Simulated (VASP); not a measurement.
Input of a VASP 6.6.1 run:

INCAR

```
SYSTEM = Mo
ALGO     = Normal         ! electronic algorithm
EDIFF    = 1E-6           ! SCF threshold, eV
ENCUT    = 520            ! plane-wave cutoff, eV
GGA      = PS             ! functional
ISIF     = 2              ! what is computed and relaxed
ISMEAR   = 0              ! smearing method
LASPH    = .True.         ! aspherical terms in the spheres
LCHARG   = .True.         ! write CHGCAR
LELF     = .True.         ! ELF
LREAL    = .False.        ! projectors in reciprocal space
LVHAR    = .True.       
LWAVE    = .False.        ! write WAVECAR
NBANDS   = 13             ! bands
NELM     = 100            ! most SCF steps
PREC     = Accurate       ! precision mode
SIGMA    = 0.15           ! smearing width, eV
```

KPOINTS

```
k-points
0
Gamma
  18 18 18
  0 0 0
```

File POSCAR:

```
Mo
1.0
    2.7355103972      0.0000000000      0.0000000000
   -1.3677551986      2.3690214963      0.0000000000
    0.0000000000      0.0000000000      2.5551807000
Mo
1
Direct
    0.0000000000      0.0000000000      0.5000000000
```

Potentials or basis: VASP PAW PBE potentials, release 64 (Mo_sv).

Command:

```bash
$ cat potpaw_PBE.64/Mo_sv/POTCAR > POTCAR
$ mpirun -np 1 vasp_std > vasp.out
```

**Question.** Estimate the band gap on the k mesh.

**Answer.** Zero (band 7 reaches 12.41 eV, above the bottom of band 8 at 10.53 eV).

**Question.** What does it give for the pressure?

**Answer.** -3.3 GPa.

Stress tensor (GPa, compression positive):
```
-0.92  0.00  0.00
 0.00 -0.92  0.00
 0.00  0.00 -7.92
```

Caveat: the PAW data sets were made with another functional, which shifts forces and pressure a little.
